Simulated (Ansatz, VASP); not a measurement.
**One calculation of H10C2S, two programs**

INCAR

```
ALGO = Normal
EDIFF = 1E-6
EDIFFG = -0.3
ENCUT = 520
GGA = PE
IBRION = 2
ISIF = 2
ISMEAR = -1
LASPH = T
LCHARG = F
LREAL = Auto
LWAVE = F
NELM = 100
NSW = 35
PREC = Accurate
SIGMA = 0.05
```

Contents of KPOINTS:

```
k-points
0
Gamma
  1 1 1
```

File POSCAR:

```
H10C2S
1.0
    8.2327460000      0.0000000000      0.0000000000
    0.0000000000      8.2327460000      0.0000000000
    0.0000000000      0.0000000000      8.2327460000
S H C
3 30 6
Direct
    0.3213975000      0.2659778000      0.4453057000
   -0.0607274000      0.0704000000      0.0581909000
    0.7449905000      0.1510646000      0.6965834000
    0.3840124000      0.3181180000      0.5861314000
    0.4536842000      0.3075213000      0.3601853000
    0.0567345000      0.0829034000      0.1700725000
    0.0247341000      0.1511064000     -0.0542987000
    0.8349931000      0.2851378000      0.6767086000
    0.7755726000      0.0967842000      0.5462854000
    0.2807027000      0.3711899000     -0.0227418000
    0.4373067000      0.2346645000     -0.0823395000
    0.3905545000      0.2607119000      0.1270684000
    0.4874588000      0.4197512000      0.0173781000
    0.0852789000      0.5981859000      0.0769225000
    0.1168954000      0.7263438000      0.2480711000
    0.1489524000      0.8027608000      0.0484497000
    0.2856868000      0.6576339000      0.1318631000
    0.7571878000      0.6925231000      0.1129891000
    0.6851697000      0.5134135000      0.2101951000
    0.5498365000      0.6347908000      0.0932834000
    0.6241892000      0.7076871000      0.2826869000
    0.6807172000      0.7817151000      0.9326867000
    0.5862612000      0.7781835000      0.7383120000
    0.7557274000      0.6501773000      0.7784558000
    0.7833868000      0.8638377000      0.7611328000
    0.2563847000      0.9720068000      0.8592242000
    0.1372009000      0.8477166000      0.7285985000
    0.3511672000      0.8191213000      0.7393985000
    0.2703998000      0.9959174000      0.6448699000
    0.4294401000      0.9690206000      0.4688061000
    0.3852625000      0.7576457000      0.4780201000
    0.3528598000      0.8669175000      0.2943747000
    0.2242529000      0.9012197000      0.4646672000
    0.3990057000      0.3215794000      0.0098413000
    0.1592034000      0.6962311000      0.1263266000
    0.6540958000      0.6371036000      0.1747886000
    0.7015231000      0.7684784000      0.8026468000
    0.2537881000      0.9086905000      0.7430227000
    0.3479538000      0.8737008000      0.4264670000
```

Input for Ansatz:

```yaml
accuracy: low
crystal:
  lattice:
    - [8.232746, 0.0, 0.0]
    - [0.0, 8.232746, 0.0]
    - [0.0, 0.0, 8.232746]
  atoms:
    - { symbol: S, position: [0.3213975, 0.2659778, 0.4453057] }
    - { symbol: H, position: [0.3840124, 0.318118, 0.5861314] }
    - { symbol: H, position: [0.4536842, 0.3075213, 0.3601853] }
    - { symbol: S, position: [-0.0607274, 0.0704, 0.0581909] }
    - { symbol: H, position: [0.0567345, 0.0829034, 0.1700725] }
    - { symbol: H, position: [0.0247341, 0.1511064, -0.0542987] }
    - { symbol: S, position: [0.7449905, 0.1510646, 0.6965834] }
    - { symbol: H, position: [0.8349931, 0.2851378, 0.6767086] }
    - { symbol: H, position: [0.7755726, 0.0967842, 0.5462854] }
    - { symbol: C, position: [0.3990057, 0.3215794, 0.0098413] }
    - { symbol: H, position: [0.2807027, 0.3711899, -0.0227418] }
    - { symbol: H, position: [0.4373067, 0.2346645, -0.0823395] }
    - { symbol: H, position: [0.3905545, 0.2607119, 0.1270684] }
    - { symbol: H, position: [0.4874588, 0.4197512, 0.0173781] }
    - { symbol: C, position: [0.1592034, 0.6962311, 0.1263266] }
    - { symbol: H, position: [0.0852789, 0.5981859, 0.0769225] }
    - { symbol: H, position: [0.1168954, 0.7263438, 0.2480711] }
    - { symbol: H, position: [0.1489524, 0.8027608, 0.0484497] }
    - { symbol: H, position: [0.2856868, 0.6576339, 0.1318631] }
    - { symbol: C, position: [0.6540958, 0.6371036, 0.1747886] }
    - { symbol: H, position: [0.7571878, 0.6925231, 0.1129891] }
    - { symbol: H, position: [0.6851697, 0.5134135, 0.2101951] }
    - { symbol: H, position: [0.5498365, 0.6347908, 0.0932834] }
    - { symbol: H, position: [0.6241892, 0.7076871, 0.2826869] }
    - { symbol: C, position: [0.7015231, 0.7684784, 0.8026468] }
    - { symbol: H, position: [0.6807172, 0.7817151, 0.9326867] }
    - { symbol: H, position: [0.5862612, 0.7781835, 0.738312] }
    - { symbol: H, position: [0.7557274, 0.6501773, 0.7784558] }
    - { symbol: H, position: [0.7833868, 0.8638377, 0.7611328] }
    - { symbol: C, position: [0.2537881, 0.9086905, 0.7430227] }
    - { symbol: H, position: [0.2563847, 0.9720068, 0.8592242] }
    - { symbol: H, position: [0.1372009, 0.8477166, 0.7285985] }
    - { symbol: H, position: [0.3511672, 0.8191213, 0.7393985] }
    - { symbol: H, position: [0.2703998, 0.9959174, 0.6448699] }
    - { symbol: C, position: [0.3479538, 0.8737008, 0.426467] }
    - { symbol: H, position: [0.4294401, 0.9690206, 0.4688061] }
    - { symbol: H, position: [0.3852625, 0.7576457, 0.4780201] }
    - { symbol: H, position: [0.3528598, 0.8669175, 0.2943747] }
    - { symbol: H, position: [0.2242529, 0.9012197, 0.4646672] }
basis:
  ecutwfc: 420.0
kpoints:
  mp_grid: { grid: [1, 1, 1] }
hamiltonian:
  xc: pbe
scf:
  occupations: { method: fermi_dirac, width: 0.05 }
  lower_state_search: "off"
relax:
  f_tol: 0.3
  max_steps: 15
  adjacent_minimum: "off"
output:
  write_density: true
  write_potential: true
  elf: true
  volumetric_format: npy
```

Alike in both runs: task relaxation of the atoms; functional PBE; k mesh 1 × 1 × 1; occupations fermi-dirac, width 0.05 eV; no spin polarisation.

|  | VASP | Ansatz |
| --- | --- | --- |
| version | VASP 6.6.1 | Ansatz 0.2.0 |
| potentials or method | VASP PAW PBE potentials, release 64 (S, H, C), cutoff 520 eV | scalar-relativistic, plane waves, PAW |
| valence electrons in the cell | 72 | 72 |

```tsv
	VASP	Ansatz	Ansatz less VASP
gap on the k mesh at the Fermi level, each at its own relaxed structure (eV)	4.23	4.39	+0.156
```

Ansatz's warnings: xc potential rough in thin density.
